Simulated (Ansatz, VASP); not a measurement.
**CdTe: VASP beside Ansatz**

```
Cd Te
1.0
     0.00000    3.16955    3.16955
     3.16955    0.00000    3.16955
     3.16955    3.16955    0.00000
Cd Te
1 1
Direct
  0.00000 0.00000 0.00000
  0.75000 0.75000 0.75000
```

Alike in both runs: task single point; functional PBE; k mesh 8 × 8 × 8; occupations gaussian, width 0.02 eV; no spin polarisation.

```csv
,VASP,Ansatz
version,VASP 6.6.1,Ansatz 0.2.0
potentials or method,"VASP PAW PBE potentials, release 64 (Cd, Te), cutoff 520 eV","scalar-relativistic, plane waves, PAW"
valence electrons in the cell,18,36
```

|  | VASP | Ansatz | Ansatz less VASP |
| --- | --- | --- | --- |
| gap on the k mesh at the Fermi level (eV) | 0.98 | 0.98 | -0.002 |
| least direct gap on the mesh (eV) | 0.98 | 0.98 | -0.002 |
| pressure (GPa) | 6.4 | 6.2 | -0.18 |

VASP's potentials hold 18 valence electrons a cell and Ansatz's 36, so a difference there can come from the potentials and not from the codes.

Spin-orbit coupling is off throughout.
